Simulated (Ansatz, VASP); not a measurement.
# One calculation of Re, two programs

```
Re
1.0
     0.00000    2.19291    1.61026
     2.19291    0.00000    1.61026
     2.19291    2.19291    0.00000
Re
1
Direct
  0.00000 0.00000 0.00000
```

Alike in both runs: task single point; functional PBE; k mesh 10 × 10 × 10; occupations gaussian, width 0.15 eV; no spin polarisation.

```csv
,VASP,Ansatz
version,VASP 6.6.1,Ansatz 0.2.0
potentials or method,"VASP PAW PBE potentials, release 64 (Re), cutoff 520 eV","scalar-relativistic, plane waves, PAW"
valence electrons in the cell,7,15
```

```csv
,VASP,Ansatz,Ansatz less VASP
gap on the k mesh at the Fermi level (eV),none,none,-
pressure (GPa),-9.3,-8.7,+0.66
"traceless stress, the component that is largest in VASP (GPa)",-0.20,-0.35,-0.154
```

A gap of «none» marks a metal or a gap that the smearing closes. VASP's potentials hold 7 valence electrons a cell and Ansatz's 15, so a difference there can come from the potentials and not from the codes.

Spin-orbit coupling is off throughout.
